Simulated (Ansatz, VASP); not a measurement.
YGaC6N6: VASP beside Ansatz

File INCAR:

```
SYSTEM = YGaC6N6
ALGO = Normal ; EDIFF = 1E-7
ENCUT = 520 ; GGA = PE
ISIF = 2 ; ISMEAR = 0
LASPH = .TRUE. ; LCHARG = .FALSE.
LREAL = .FALSE. ; LWAVE = .FALSE.
NBANDS = 52 ; NELM = 60
PREC = Accurate ; SIGMA = 0.1
```

File KPOINTS:

```
k-points
0
G
  4 4 4
  0 0 0
```

The input POSCAR:

```
YGaC6N6
1.0
    0.0000000000      5.2760000000      5.2760000000
    5.2760000000      0.0000000000      5.2760000000
    5.2760000000      5.2760000000      0.0000000000
Y Ga C N
1 1 6 6
Direct
    0.5000000000      0.5000000000      0.5000000000
    0.0000000000      0.0000000000      0.0000000000
    0.8203184200      0.1796815800      0.1796815800
    0.1796815800      0.8203184200      0.1796815800
    0.1796815800      0.1796815800      0.8203184200
    0.1796815800      0.8203184200      0.8203184200
    0.8203184200      0.1796815800      0.8203184200
    0.8203184200      0.8203184200      0.1796815800
    0.7094389700      0.2905610300      0.2905610300
    0.2905610300      0.7094389700      0.2905610300
    0.2905610300      0.2905610300      0.7094389700
    0.2905610300      0.7094389700      0.7094389700
    0.7094389700      0.2905610300      0.7094389700
    0.7094389700      0.7094389700      0.2905610300
```

Input for Ansatz:

```yaml
crystal:
  lattice:
    - [0.0, 5.276, 5.276]
    - [5.276, 0.0, 5.276]
    - [5.276, 5.276, 0.0]
  atoms:
    - { symbol: "Y", position: [0.5, 0.5, 0.5] }
    - { symbol: Ga, position: [0.0, 0.0, 0.0] }
    - { symbol: C, position: [0.82031842, 0.17968158, 0.17968158] }
    - { symbol: C, position: [0.17968158, 0.82031842, 0.17968158] }
    - { symbol: C, position: [0.17968158, 0.17968158, 0.82031842] }
    - { symbol: C, position: [0.17968158, 0.82031842, 0.82031842] }
    - { symbol: C, position: [0.82031842, 0.17968158, 0.82031842] }
    - { symbol: C, position: [0.82031842, 0.82031842, 0.17968158] }
    - { symbol: "N", position: [0.70943897, 0.29056103, 0.29056103] }
    - { symbol: "N", position: [0.29056103, 0.70943897, 0.29056103] }
    - { symbol: "N", position: [0.29056103, 0.29056103, 0.70943897] }
    - { symbol: "N", position: [0.29056103, 0.70943897, 0.70943897] }
    - { symbol: "N", position: [0.70943897, 0.29056103, 0.70943897] }
    - { symbol: "N", position: [0.70943897, 0.70943897, 0.29056103] }
basis:
  ecutwfc: 420
kpoints:
  mp_grid: { grid: [4, 4, 4] }
hamiltonian:
  xc: pbe
scf:
  occupations: { method: gaussian, width: 0.1 }
  lower_state_search: "off"
output:
  forces: true
  stress: true
  eigenvalues: true
```

Alike in both runs: task single point; functional PBE; k mesh 4 × 4 × 4; occupations gaussian, width 0.1 eV; no spin polarisation.

|  | VASP | Ansatz |
| --- | --- | --- |
| version | VASP 6.6.1 | Ansatz 0.2.0 |
| potentials or method | VASP PAW PBE potentials, release 64 (Y_sv, Ga_d, C, N), cutoff 520 eV | scalar-relativistic, plane waves, PAW |
| valence electrons in the cell | 78 | 78 |

|  | VASP | Ansatz | Ansatz less VASP |
| --- | --- | --- | --- |
| gap on the k mesh at the Fermi level (eV) | 3.09 | 3.10 | +0.009 |
| least direct gap on the mesh (eV) | 3.18 | 3.19 | +0.008 |
| pressure (GPa) | 13.6 | 13.4 | -0.25 |
| rms of the force components (eV/Å) | 1.607 | 1.816 | +0.2091 |

Atom by atom the forces differ by 0.220 eV/Å (rms over components).

Noted on VASP's run: the standard files for N, O and F lose accuracy on very short bonds.
